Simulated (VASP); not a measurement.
Runs of VASP 6.6.1 on SnO. The structure is that of space group P4/nmm (No. 129), or close to it. The cells are those of the table. 

```tsv
cell	gap on the mesh (eV)	pressure (GPa)	largest force (eV/Å)
a = 3.909, b = 3.909, c = 4.575 Å, 4 atoms	0.44	(a)	0.16
a = 3.578, b = 3.578, c = 5.461 Å, 4 atoms	none	-0.3	1.68
a = 4.014, b = 4.014, c = 4.339 Å, 4 atoms	(b)	-5.2	0.26
a = 3.683, b = 3.683, c = 5.153 Å, 4 atoms	none	-1.3	0.79
```

Alike in all rows: task single point; level LDA; potentials or basis VASP PAW LDA potentials, release 64 (Sn_d, O); no spin polarisation; k mesh 10 × 10 × 8; cutoff (eV) 520; smearing gaussian 0.03 eV.

Problem. Estimate the missing entries.

Solution. (a) -3.9; (b) 0.70.

Caveats: spin-orbit coupling is left out, which moves the levels of the heavy elements; the cell stands under tension (at least some runs); semilocal functionals underestimate gaps, so a narrow gap can read as zero (at least some runs); forces of over 1 eV/Å act on the atoms, so gaps and moduli don't describe the material at rest (at least some runs).

A k mesh can miss the band edges, and the runs leave out spin-orbit coupling on Sn.

A gap of «none» marks levels without a gap at the run's occupations.
